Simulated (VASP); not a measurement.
# TaN (P3m1) in VASP: single point with r2SCAN

Aim: the single point of TaN with r2SCAN.

All numbers are computed with VASP 6.6.1; they aren't measurements. Logs are shortened: lines on timing, memory, paths and dates and some standing lists are left out, and cuts for length are marked.

## Step 1: The cell of the first run

Symmetry: P3m1, No. 156, trigonal system. The conventional cell has a = 2.938 Å, b = 2.938 Å, c = 2.883 Å, α = 90.00°, β = 90.00°, γ = 120.00°. Within 3.0 Å of Ta (site symmetry 3m) lie 6 N at 2.15 to 2.30 Å and 8 Ta at 2.88 to 2.94 Å. Within 3.0 Å of N (site symmetry 3m) lie 6 Ta at 2.15 to 2.30 Å and 8 N at 2.88 to 2.94 Å.

## Step 2: Single point, r2SCAN (all N atoms moved +0.113 Å, as atom 2 along Cartesian [0 0 1])

The input, POSCAR:

```
TaN
1.0
    2.9379988584      0.0000000000      0.0000000000
   -1.4689994292      2.5443816477      0.0000000000
    0.0000000000      0.0000000000      2.8830000000
Ta N
1 1
Direct
    0.3333333333      0.6666666667      0.5000000000
    0.0000000000      0.0000000000      0.0390218522
```

The input, INCAR.step1:

```
SYSTEM = TaN
PREC = Accurate
ENCUT = 770
ISMEAR = 0
SIGMA = 0.15
LREAL = .False.
LASPH = .True.
NELM = 120
NBANDS = 16
GGA = PE
ALGO = Normal
EDIFF = 1E-5
LWAVE = .True.
LCHARG = .False.
GGA_COMPAT = .False.
```

The input, INCAR.step2:

```
SYSTEM = TaN
PREC = Accurate
ENCUT = 770
EDIFF = 1E-6
ISMEAR = 0
SIGMA = 0.15
LREAL = .False.
LASPH = .True.
NELM = 120
ALGO = Normal
ISIF = 2
LWAVE = .False.
LCHARG = .True.
METAGGA = R2SCAN
LMIXTAU = .True.
LELF = .True.
LVHAR = .True.
NBANDS = 16
ISTART = 1
GGA_COMPAT = .False.
```

The input, KPOINTS:

```
Automatic mesh
0
Gamma
  18 18 16
  0 0 0
```

Potentials or basis: VASP PAW PBE potentials, release 64 (Ta_sv_GW, N).

Started as:

```
$ cat potpaw_PBE.64/Ta_sv_GW/POTCAR potpaw_PBE.64/N/POTCAR > POTCAR
$ cp INCAR.step1 INCAR
$ mpirun -np 1 vasp_std > vasp.out
$ cp INCAR.step2 INCAR
$ mpirun -np 1 vasp_std > vasp.out
```

OUTCAR:

```text
SYSTEM = TaN
   PREC = Accurate
   ENCUT = 770
   EDIFF = 1E-6
   ISMEAR = 0
   LREAL = .False.
   LASPH = .True.
   NELM = 120
   ISIF = 2
   METAGGA = R2SCAN
   ISTART = 1

 ion  position               nearest neighbor table
   1  0.333  0.667  0.500-   2 2.15   2 2.15   2 2.15   2 2.30   2 2.30   2 2.30
   2  0.000  0.000  0.039-   1 2.15   1 2.15   1 2.15   1 2.30   1 2.30   1 2.30

  LATTYP: Found a hexagonal cell.
 ALAT       =     2.9379988584
 C/A-ratio  =     0.9812801635

  Lattice vectors:

 A1 = (   2.9379988584,   0.0000000000,   0.0000000000)
 A2 = (  -1.4689994292,   2.5443816477,   0.0000000000)
 A3 = (   0.0000000000,   0.0000000000,   2.8830000000)

Analysis of symmetry for initial positions (statically):
=====================================================================
 Subroutine PRICEL returns:
 Original cell was already a primitive cell.

 Routine SETGRP: Setting up the symmetry group for a
 hexagonal supercell.

 Subroutine GETGRP returns: Found  6 space group operations
 (whereof  6 operations were pure point group operations)
 out of a pool of 24 trial point group operations.

The static configuration has the point symmetry C_3v.

Analysis of symmetry for dynamics (positions and initial velocities):
=====================================================================
 Subroutine PRICEL returns:
 Original cell was already a primitive cell.

 Routine SETGRP: Setting up the symmetry group for a
 hexagonal supercell.

 Subroutine GETGRP returns: Found  6 space group operations
 (whereof  6 operations were pure point group operations)
 out of a pool of 24 trial point group operations.

The dynamic configuration has the point symmetry C_3v.

 Subroutine INISYM returns: Found  6 space group operations
 (whereof  6 operations are pure point group operations),
 and found     1 'primitive' translations

----------------------------------------------------------------------------------------

                                     Primitive cell

  volume of cell :      21.5516

  direct lattice vectors                    reciprocal lattice vectors
     2.937998858  0.000000000  0.000000000     0.340367729  0.196511400  0.000000000
    -1.468999429  2.544381648  0.000000000     0.000000000  0.393022800  0.000000000
     0.000000000  0.000000000  2.883000000     0.000000000  0.000000000  0.346860909

  length of vectors
     2.937998858  2.937998858  2.883000000     0.393022800  0.393022800  0.346860909

[... 74 lines left out ...]
   ISPIN  =      1    spin polarized calculation?
   LNONCOLLINEAR =      F non collinear calculations
   LSORBIT =      F    spin-orbit coupling
   LASPH  =      T    aspherical Exc in radial PAW
   ENCUT  =  770.0 eV  56.59 Ry    7.52 a.u.   6.65  6.65  6.52*2*pi/ulx,y,z
   NELM   =    120;   NELMIN=  2; NELMDL=  0     # of ELM steps
   EDIFF  = 0.1E-05   stopping-criterion for ELM
   LREAL  =      F    real-space projection
[... 7 lines left out ...]
   TEBEG  =    0.0;   TEEND  =   0.0 temperature during run
   PSTRESS=    0.0 pullay stress
   NELECT =      18.0000    total number of electrons
   NUPDOWN=      -1.0000    fix difference up-down
   EMIN   =  10.00;   EMAX   =-10.00  energy-range for DOS
   EFERMI =   0.00;   METHOD = LEGACY
   ISMEAR =     0;   SIGMA  =   0.15  broadening in eV -4-tet -1-fermi 0-gaus
   EFERMI_NEDOS =   21; number of points for ismear=-14 and -15
   IALGO  =     38    algorithm
   IMIX   =      4    mixing-type and parameters
     AMIX     =   0.40;   BMIX     =  1.00
     AMIX_MAG =   1.60;   BMIX_MAG =  1.00
  volume/ion in A,a.u.               =      10.78        72.72
  Fermi-wavevector in a.u.,A,eV,Ry     =   1.541722  2.913433 32.339793  2.376908
  Thomas-Fermi vector in A             =   2.647628
   LORBIT       =      0    0 simple, 1 ext, 2 COOP (PROOUT), +10 PAW based schemes
   METAGGA = R2SCAN    functional components
   LHFCALC =     F    Hartree Fock is set to
   AEXX    =    0.0000 exact exchange contribution
   IVDW    =     0    specifies the selected vdW correction
   LEPSILON=     F    determine dielectric tensor
   LRPA    =     F    only Hartree local field effects (RPA)
 non-spin polarized calculation
 Gauss-broadening in eV      SIGMA  =   0.15
  energy-cutoff  :      770.00
  volume of cell :       21.55
 maximum number of plane-waves:      1070
 NGX is ok and might be reduce to    28
   NGX = 13   NGY = 13   NGZ = 13

 number of electron      17.9999999 magnetization

 Free energy of the ion-electron system (eV)
  ---------------------------------------------------
  ext. energy  EPLUGINS =         0.00000000
  ---------------------------------------------------
  free energy    TOTEN  =       -62.86382967 eV

  energy without entropy =      -62.86327537  energy(sigma->0) =      -62.86355252

 E-fermi :  12.4646     XC(G=0): -14.6356

 val. band max:       12.4528874997   @ k =   0.0000   0.0000   0.4375
 cond. band min:      12.5152729833   @ k =   0.0556   0.0000   0.5000
 fundamental gap:      0.0623854836
 Fermi energy:        12.4645502495

 k-point     1 :       0.0000    0.0000    0.0000
  band No.  band energies     occupation
      1     -58.1541      2.00000
      2     -23.7103      2.00000
      3     -23.4524      2.00000
      4     -23.4524      2.00000
      5      -6.3765      2.00000
      6       7.4973      2.00000
[... 433 lines left out ...]
      3     -23.7677      2.00000
      4     -23.5613      2.00000
      5      -4.1303      2.00000
      6       4.0216      2.00000
[... 8 lines left out ...]
     15      25.3165      0.00000
     16      28.8064      0.00000

 [... further k-points ...]

------------------------ aborting loop because EDIFF is reached ----------------------------------------

  FORCE on cell =-STRESS in cart. coord.  units (eV):
  Direction    XX          YY          ZZ          XY          YZ          ZX
  --------------------------------------------------------------------------------------
  -------------------------------------------------------------------------------------
  Total        0.2519521      0.2519521      0.5012805      0.0000000      0.0000000      0.0000000
  in kB       18.7305324     18.7305324     37.2660099      0.0000000      0.0000000      0.0000000
  external PRESSURE =      24.9090249 kB  Pullay stress =       0.0000000 kB

 VOLUME and BASIS-vectors are now :
 -----------------------------------------------------------------------------
  energy-cutoff  :      770.00
  volume of cell :       21.55
      direct lattice vectors                 reciprocal lattice vectors
     2.937998858  0.000000000  0.000000000     0.340367729  0.196511400  0.000000000
    -1.468999429  2.544381648  0.000000000     0.000000000  0.393022800  0.000000000
     0.000000000  0.000000000  2.883000000     0.000000000  0.000000000  0.346860909

 POSITION                                       TOTAL-FORCE (eV/Angst)
 -----------------------------------------------------------------------------------
     -0.00000      1.69625      1.44150        -0.000000     -0.000000      1.682232
      0.00000      0.00000      0.11250         0.000000      0.000000     -1.682232
 -----------------------------------------------------------------------------------
    total drift:                                0.000000     -0.000000     -0.000081

  FREE ENERGIE OF THE ION-ELECTRON SYSTEM (eV)
  ---------------------------------------------------
  free  energy   TOTEN  =       -62.8638296739 eV

  energy  without entropy=      -62.8632753717  energy(sigma->0) =      -62.86355252
```

OSZICAR.step1:

```text
N       E                     dE             d eps       ncg     rms          rms(c)
DAV:   1     0.147145995470E+03    0.14715E+03   -0.14000E+04 16720   0.161E+03
DAV:   2    -0.217091984534E+02   -0.16886E+03   -0.16217E+03 23880   0.388E+02
DAV:   3    -0.283740752496E+02   -0.66649E+01   -0.66541E+01 20280   0.717E+01
DAV:   4    -0.285520469486E+02   -0.17797E+00   -0.17797E+00 24152   0.849E+00
DAV:   5    -0.285556387403E+02   -0.35918E-02   -0.35918E-02 20672   0.846E-01    0.552E+01
DAV:   6    -0.250048566875E+02    0.35508E+01   -0.74750E+00 21312   0.260E+01    0.607E+01
DAV:   7    -0.249260157559E+02    0.78841E-01   -0.51979E-01 16936   0.587E+00    0.278E+01
DAV:   8    -0.248758540474E+02    0.50162E-01   -0.13798E-01 22544   0.327E+00    0.836E+00
DAV:   9    -0.248735179080E+02    0.23361E-02   -0.15851E-02 19864   0.118E+00    0.359E-01
DAV:  10    -0.248734435142E+02    0.74394E-04   -0.16446E-03 18312   0.448E-01    0.313E-01
DAV:  11    -0.248734743369E+02   -0.30823E-04   -0.13580E-04 21456   0.136E-01    0.277E-01
DAV:  12    -0.248734715559E+02    0.27810E-05   -0.10875E-05 11712   0.348E-02
   1 F= -.24873472E+02 E0= -.24873139E+02  d E =-.665727E-03
```

It took 12 min on 1 thread of Intel Xeon Platinum 8488C (Sapphire Rapids), shared host; peak memory 0.46 GiB.

What came out:

```
Free energy            : -62.8638 eV
Pressure               : 2.5 GPa
Largest force          : 1.682 eV/Å
Band gap on the k mesh : zero (bands 9 and 10 overlap by 0.47 eV)
```

Forces on the atoms (eV/Å):
```
Ta   0.000  0.000  1.682
N    0.000  0.000 -1.682
```

Stress tensor (GPa, compression positive):
```
1.87 0.00 0.00
0.00 1.87 0.00
0.00 0.00 3.73
```

Levels at points of the mesh, in eV from the Fermi level:
| k point | band 6 | band 7 | band 8 | band 9 | band 10 | band 11 | band 12 | band 13 |
| --- | --- | --- | --- | --- | --- | --- | --- | --- |
| (0.00, 0.00, 0.00) | -4.97 | -4.97 | -4.90 | -2.69 | 2.40 | 3.51 | 3.51 | 4.49 |
| (0.50, 0.00, 0.00) | -8.65 | -5.50 | -3.56 | -3.56 | 3.29 | 4.01 | 5.05 | 5.41 |
| (0.00, 0.00, 0.50) | -9.75 | -4.15 | -4.15 | -0.05 | -0.05 | 2.40 | 3.64 | 3.64 |
| (0.50, 0.00, 0.50) | -7.75 | -6.45 | -6.01 | -0.54 | 4.37 | 5.40 | 6.08 | 7.44 |

Caveat: the cell differs from its parent crystal (all N atoms moved +0.113 Å, as atom 2 along Cartesian [0 0 1]); the PAW data sets were made with another functional, which shifts forces and pressure a little; spin-orbit coupling is left out, which moves the levels of the heavy elements.

The gap in the log of VASP goes by the Fermi energy; the results here count the filled bands.